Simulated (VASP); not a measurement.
Here is a VASP 6.6.1 calculation.

INCAR

```
SYSTEM = W4C4Cl
PREC = Accurate
ENCUT = 520
EDIFF = 1E-7
ISMEAR = -1
SIGMA = 0.15
LREAL = Auto
LASPH = .TRUE.
NELM = 80
ALGO = Normal
ISIF = 2
LWAVE = .FALSE.
LCHARG = .TRUE.
GGA = PS
LELF = .TRUE.
LVHAR = .TRUE.
NBANDS = 94
```

The input KPOINTS:

```
regular mesh
0
G
  2 2 1
  0 0 0
```

The input POSCAR:

```
W4C4Cl
1.0
    5.8031600000      0.0000000000      0.0000000000
   -2.9015800000      5.0256840000      0.0000000000
    0.0000000000      0.0000000000     18.2580050000
W C Cl
8 8 2
Direct
    0.0000000000      0.0000000000      0.0547704966
   -0.0027021826      0.0015918231      0.2107021003
   -0.0000059017      0.4999916429      0.0547704966
    0.0002236371      0.5005885766      0.2122028119
    0.5000034464      0.0000000000      0.0547704966
    0.5058440968      0.0026862015      0.2101982117
    0.4999975447      0.4999916429      0.0547704966
    0.5072530947      0.5131241837      0.2077225852
    0.3330621863      0.1655695026      0.1281848701
    0.3418026849      0.1778464384      0.2690326791
    0.3357005852      0.6651631897      0.1264924618
    0.3328571190      0.6915277602      0.2768484289
    0.8341355336      0.1625052431      0.1267772684
    0.8322516861      0.1671812235      0.2739675008
    0.8297574261      0.6662973637      0.1274783307
    0.8472020315      0.6784748106      0.2758023125
    1.2383865334      0.8193312592      0.3951965179
    1.4885474769      1.2891180584      0.3548306619
```

Potentials or basis: VASP PAW PBE potentials, release 64 (W_sv, C, Cl).

The run is started by

```console
$ cat potpaw_PBE.64/W_sv/POTCAR potpaw_PBE.64/C/POTCAR potpaw_PBE.64/Cl/POTCAR > POTCAR
$ mpirun -np 1 vasp_std > vasp.out
```

(1) Estimate the largest force.

(2) What does it give for the band gap on the k mesh?

Answers

(1) 2.681 eV/Å.

(2) zero (bands 79 and 80 overlap by 0.39 eV).

Caveat: the k points lie up to 0.63 Å⁻¹ apart; the PAW data sets were made with another functional, which shifts forces and pressure a little; spin-orbit coupling is left out, which moves the levels of the heavy elements.
